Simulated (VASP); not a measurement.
## AlNi3: single point with PBEsol

AlNi3:

```xyz
4
Lattice="-0.2625 2.6433 2.6433 2.6433 -0.2625 2.6433 2.6433 2.6433 -0.2625" Properties=species:S:1:pos:R:3 pbc="T T T"
Al    2.5121    2.5121    2.5121
Ni    1.2561    1.2561    1.2561
Ni    0.0000    0.0000    0.0000
Ni    3.7682    3.7682    3.7682
```

| Item | Value |
| --- | --- |
| Program | VASP 6.6.1 |
| Task | single point |
| Functional | PBEsol |
| Potentials or basis | VASP PAW PBE potentials, release 64 (Al, Ni) |
| Cutoff | 520 eV |
| k mesh | 14 × 14 × 14 |
| Occupations | gaussian, width 0.15 eV |
| Spin | no spin polarisation |
| Dipole correction | no |
| Further INCAR settings | ALGO = Fast; EDIFF = 1e-06; NBANDS = 24 |

```json
{"Pressure": "13.3 GPa", "Largest force": "0.272 eV/Å", "Band gap on the k mesh": "zero (an odd number of electrons rules out a gap without spin polarisation)"}
```

Forces in eV/Å, atoms in the order of the input:
```
Al   0.000  0.000  0.000
Ni   0.157  0.157  0.157
Ni   0.000  0.000  0.000
Ni  -0.157 -0.157 -0.157
```

Stress tensor (GPa, compression positive):
```
13.32 21.11 21.11
21.11 13.32 21.11
21.11 21.11 13.32
```

Levels at points of the mesh, in eV from the Fermi level:
```
           k point  band 12  band 13  band 14  band 15  band 16  band 17  band 18  band 19  band 20  band 21
(0.00, 0.00, 0.00)    -0.80    -0.66    -0.66    -0.43    -0.43     4.94     4.94     5.63     5.77     5.77
(0.50, 0.00, 0.00)    -1.74    -0.79    -0.66    -0.47    -0.42    -0.14     4.54     4.57     5.08     5.10
(0.50, 0.50, 0.00)    -1.17    -0.82    -0.64    -0.52    -0.42    -0.41    -0.18    -0.05     3.74     5.71
(0.50, 0.50, 0.50)    -1.85    -0.94    -0.94    -0.39    -0.39    -0.12     3.60     3.60     4.25     4.25
```

It took 2.3 min on 1 thread of Intel(R) Xeon(R) 6975P-C (Granite Rapids), with other jobs on the host, peak memory 0.35 GiB.

Caveat: the cell stands under pressure; the PAW data sets were made with another functional, which shifts forces and pressure a little. Spin polarisation is off, so any magnetic state and its effect on volume and gap are missing.
